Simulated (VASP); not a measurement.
Set up this calculation in VASP 6.6.1, as the native input.

| Quantity | Value |
| --- | --- |
| Task | single point |
| Functional | PBE |
| Potentials or basis | VASP PAW PBE potentials, release 64 (Be, Te) |
| Cutoff | 520 eV |
| k mesh | 2 × 2 × 2 |
| Occupations | methfessel-paxton, width 0.0951 eV |
| Spin | no spin polarisation |
| Dipole correction | no |
| Further INCAR settings | LREAL = Auto; ALGO = Normal; EDIFF = 1e-06; NBANDS = 44 |

The structure of Be7Te8 (a cell with a defect) lies in POSCAR:

```
Be7Te8
1.0
    0.0000000000      5.5810420000      5.5810420000
    5.5810420000      0.0000000000      5.5810420000
    5.5810420000      5.5810420000      0.0000000000
Be Te
7 8
Direct
    0.0026859680      0.0009723095     -0.0017391914
    0.0022627495      0.4980882602     -0.0015374369
    0.0026491469      0.4981782972      0.5010894023
    0.4998909702      0.0009219605     -0.0015139646
    0.4998593453      0.0008867520      0.5012813020
    0.5009218709      0.4994459816     -0.0001938706
    0.4995979245      0.4984664154      0.5010394116
    0.1253495315      0.1235548846      0.1276168500
    0.1250911568      0.1235278287      0.6236238681
    0.1257476650      0.6246801225      0.1247365635
    0.1249873232      0.6279055954      0.6236832656
    0.6263686960      0.1242273396      0.1249632237
    0.6289536076      0.1238158573      0.6239575871
    0.6259940348      0.6246638173      0.1247290381
    0.6262323416      0.6246193811      0.6246315652
```

These files were run (other wordings do the same):

INCAR

```
SYSTEM = Be7Te8
  PREC = Accurate
  ENCUT = 520
  EDIFF = 1E-6
  ISMEAR = 1
  SIGMA = 0.0951
  LREAL = Auto
  LASPH = .True.
  NELM = 80
  ALGO = Normal
  ISIF = 2
  LWAVE = .False.
  LCHARG = .True.
  GGA = PE
  LELF = .True.
  LVHAR = .True.
  NBANDS = 44
```

KPOINTS

```
regular mesh
0
Gamma
  2 2 2
  0 0 0
```

Potentials or basis: VASP PAW PBE potentials, release 64 (Be, Te).

Command:

```console
$ cat potpaw_PBE.64/Be/POTCAR potpaw_PBE.64/Te/POTCAR > POTCAR
$ mpirun -np 1 vasp_std > vasp.out
```

Results of the run:

```json
{
  "Pressure": "1.8 GPa",
  "Largest force": "0.017 eV/Å",
  "Band gap on the k mesh": "zero (band 31 reaches 5.50 eV, above the bottom of band 32 at 4.77 eV)"
}
```

Caveat: the k points lie up to 0.49 Å⁻¹ apart; spin-orbit coupling is left out, which moves the levels of the heavy elements.

Run time: 3.1 min on 1 thread of Intel(R) Xeon(R) Platinum 8488C (Sapphire Rapids), with other jobs on the host, peak memory 0.5 GiB.
